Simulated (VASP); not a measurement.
Set up this calculation in VASP 6.6.1, as the native input.

```
Task                   : single point
Functional             : LDA
Potentials or basis    : VASP PAW LDA potentials, release 64 (Ca_sv, O)
Cutoff                 : 600 eV
k mesh                 : 6 × 6 × 6
Occupations            : gaussian, width 0.01 eV
Spin                   : no spin polarisation
Dipole correction      : no
Further INCAR settings : ALGO = Normal; EDIFF = 1e-06; NBANDS = 15
```

The structure of CaO (Lime) lies in POSCAR:

```
CaO
1.0
    3.4033050000      0.0000000000      0.0000000000
    1.7016525000      2.9473485868      0.0000000000
    1.7016525000      0.9824495289      2.7787868964
Ca O
1 1
Direct
    0.0000000000      0.0000000000      0.0000000000
    0.5000000000      0.5000000000      0.5000000000
```

These files were run (other wordings do the same):

INCAR

```
PREC = Accurate ; ENCUT = 600
EDIFF = 1E-6 ; ISMEAR = 0
SIGMA = 0.01 ; LREAL = False
LASPH = True ; NELM = 120
ALGO = Normal ; ISIF = 2
LWAVE = False ; LCHARG = False
GGA = CA ; NBANDS = 15
GGA_COMPAT = False
```

KPOINTS

```
regular mesh
0
Gamma
  6 6 6
```

Potentials or basis: VASP PAW LDA potentials, release 64 (Ca_sv, O).

Launch:

```console
$ cat potpaw_LDA.64/Ca_sv/POTCAR potpaw_LDA.64/O/POTCAR > POTCAR
$ mpirun -np 1 vasp_std > vasp.out
```

It gave:

```json
{
 "Pressure": "-6.7 GPa",
 "Band gap on the k mesh": "3.46 eV, indirect (least direct gap 3.84 eV)"
}
```

Run time: 13 s on 1 thread of Intel Xeon 8259CL (shared host), peak memory 0.14 GiB.
